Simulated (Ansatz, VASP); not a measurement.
AgCl in VASP and in Ansatz

```
Ag Cl
1.0
     3.47916    0.00000    0.00000
     0.00000    3.47916    0.00000
     0.00000    0.00000    3.47916
Ag Cl
1 1
Direct
  0.00000 0.00000 0.00000
  0.50000 0.50000 0.50000
```

Change from the starting cell: volume scaled by 1.04, crystal datasets.

Alike in both runs: task electric field gradients; functional PBEsol; k mesh 9 × 9 × 9; occupations fermi-dirac, width 0.01 eV; no spin polarisation.

```csv
,VASP,Ansatz
version,VASP 6.6.1,Ansatz 0.2.0
potentials or method,"VASP PAW PBE potentials, release 64 (Ag, Cl), cutoff 520 eV","all-electron PAW with datasets made for the crystal, scalar-relativistic"
```

VASP gave:

```
gap on the k mesh at the Fermi level (eV) : 0.44
pressure (GPa)                            : -6.0
```

Question: Which values does Ansatz return?

Answer: gap on the k mesh at the Fermi level (eV): 0.44; pressure (GPa): -5.9.

VASP's potentials were made for PBE, not for PBEsol. Ansatz ran all-electron here, and VASP with PAW potentials.
